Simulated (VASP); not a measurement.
A run of VASP 6.6.1 is set up as follows.

The input INCAR:

```
SYSTEM = MoPb
  ALGO = Fast
  EDIFF = 1E-6
  EDIFFG = -0.01
  ENCUT = 600
  GGA = PE
  IBRION = 2
  ISIF = 3
  ISMEAR = 0
  LASPH = .TRUE.
  LCHARG = .FALSE.
  LREAL = .FALSE.
  LWAVE = .FALSE.
  NELM = 60
  NSW = 100
  PREC = Accurate
  SIGMA = 0.1
```

KPOINTS

```
k-points
0
G
  16 16 16
  0 0 0
```

The input POSCAR:

```
MoPb
1.0
    3.4104748396      0.0000000000      0.0000000000
    0.0000000000      3.4104748396      0.0000000000
    0.0000000000      0.0000000000      3.4104748396
Mo Pb
1 1
Direct
    0.0000000000      0.0000000000      0.0000000000
    0.5000000000      0.5000000000      0.5000000000
```

Potentials or basis: VASP PAW PBE potentials, release 64 (Mo_sv, Pb_d).

The run is started by

```sh
$ cat potpaw_PBE.64/Mo_sv/POTCAR potpaw_PBE.64/Pb_d/POTCAR > POTCAR
$ mpirun -np 1 vasp_std > vasp.out
```

Problem. What does it give for the relaxed volume?

Solution. 19.86 Å³/atom.

Problem. Predict the relaxed cell.

Solution. a = 3.412 Å, b = 3.412 Å, c = 3.412 Å, α = 90.00°, β = 90.00°, γ = 90.00°.

Problem. Predict the space group after relaxing (to 0.05 Å).

Solution. Pm-3m (No. 221).

Problem. Estimate the band gap on the k mesh.

Solution. Zero (band 14 reaches 12.53 eV, above the bottom of band 15 at 10.21 eV).

Final structure:
```yaml
crystal:
  lattice:
    - [3.41223, 0.00000, 0.00000]
    - [0.00000, 3.41223, 0.00000]
    - [0.00000, 0.00000, 3.41223]
  atoms:
    - { symbol: Mo, position: [0.00000, 0.00000, 0.00000] }
    - { symbol: Pb, position: [0.50000, 0.50000, 0.50000] }
```

Caveat: spin-orbit coupling is left out, which moves the levels of the heavy elements.
